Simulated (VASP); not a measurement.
Write the native input for VASP 6.6.1 that does the following.

```
Task                   : single point
Functional             : PBE
Dispersion             : D3(BJ)
Potentials or basis    : VASP PAW PBE potentials, release 64 (Cu, O)
Cutoff                 : 520 eV
k mesh                 : 7 × 7 × 7
Occupations            : fermi-dirac, width 0.05 eV
Spin                   : no spin polarisation
Dipole correction      : no
Further INCAR settings : ALGO = Normal; EDIFF = 1e-06; NBANDS = 34
```

The structure of CuO lies in POSCAR:

```
CuO
1.0
    4.1337560343      0.0000000000      0.0000000000
    0.0000000000      4.1337560343      0.0000000000
    0.0000000000      0.0000000000      3.8773838634
Cu O
3 3
Direct
    0.5000000000      0.0000000000      0.5000000000
    0.0000000000      0.5000000000      0.5000000000
    0.0000000000      0.0000000000      0.0000000000
    0.0000000000      0.0000000000      0.5000000000
    0.5000000000      0.0000000000      0.0000000000
    0.0000000000      0.5000000000      0.0000000000
```

One way to write it, as run:

INCAR

```
PREC = Accurate ; ENCUT = 520
EDIFF = 1E-6 ; ISMEAR = -1
SIGMA = 0.05 ; LREAL = F
LASPH = T ; NELM = 100
ALGO = Normal ; ISIF = 2
LWAVE = F ; LCHARG = F
GGA = PE ; IVDW = 12
NBANDS = 34
```

KPOINTS

```
Automatic mesh
0
Gamma
  7 7 7
```

Potentials or basis: VASP PAW PBE potentials, release 64 (Cu, O).

Run with:

```console
$ cat potpaw_PBE.64/Cu/POTCAR potpaw_PBE.64/O/POTCAR > POTCAR
$ mpirun -np 1 vasp_std > vasp.out
```

Results of the run:

* Pressure: 0.6 GPa
* Dispersion energy per atom: -0.257 eV

Caveat: an odd number of electrons without spin polarisation forces a metal; a magnetic or distorted state may lie lower; pairwise dispersion overbinds metals, which lowers pressure and volume.

It took 41 s on 1 thread of Intel(R) Xeon(R) 6975P-C (Granite Rapids), with other jobs on the host, peak memory 0.23 GiB.
